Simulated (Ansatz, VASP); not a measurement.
## One calculation of Cs2AgBiBr6, two programs

```
Bi Cs Ag Br
1.0
     0.00000    5.61610    5.61610
     5.61610    0.00000    5.61610
     5.61610    5.61610    0.00000
Bi Cs Ag Br
1 2 1 6
Direct
  0.00000 0.00000 0.00000
  0.75000 0.75000 0.75000
  0.25000 0.25000 0.25000
  0.50000 0.50000 0.50000
  0.74945 0.74945 0.25055
  0.25055 0.25055 0.74945
  0.74945 0.25055 0.25055
  0.74945 0.25055 0.74945
  0.25055 0.74945 0.74945
  0.25055 0.74945 0.25055
```

Alike in both runs: functional PBEsol; k mesh 4 × 4 × 4; occupations fermi-dirac, width 0.05 eV; no spin polarisation; Hubbard terms Ag d U = 6.0 eV.

|  | VASP | Ansatz |
| --- | --- | --- |
| version | VASP 6.6.1 | Ansatz 0.2.0 |
| potentials or method | VASP PAW PBE potentials, release 64 (Bi_d, Cs_sv, Ag, Br) | Ansatz PAW |
| plane-wave cutoff (eV) | 520 | 420 |
| valence electrons in the cell | 86 | 94 |
| task | single point | projected density of states |

```csv
,VASP,Ansatz,Ansatz less VASP
gap on the k mesh at the Fermi level (eV),1.63,1.55,-0.078
least direct gap on the mesh (eV),2.63,2.59,-0.048
pressure (GPa),-0.1,0.2,+0.24
rms of the force components (eV/Å),0.119,0.071,-0.0482
```

VASP's potentials were made for PBE, not for PBEsol. The programs project onto different local orbitals, so the same U acts differently, and such runs can settle in different states. Atom by atom the forces differ by 0.048 eV/Å (rms over components). VASP's potentials hold 86 valence electrons a cell and Ansatz's 94, so a difference there can come from the potentials and not from the codes.

Neither program's run includes spin-orbit coupling.
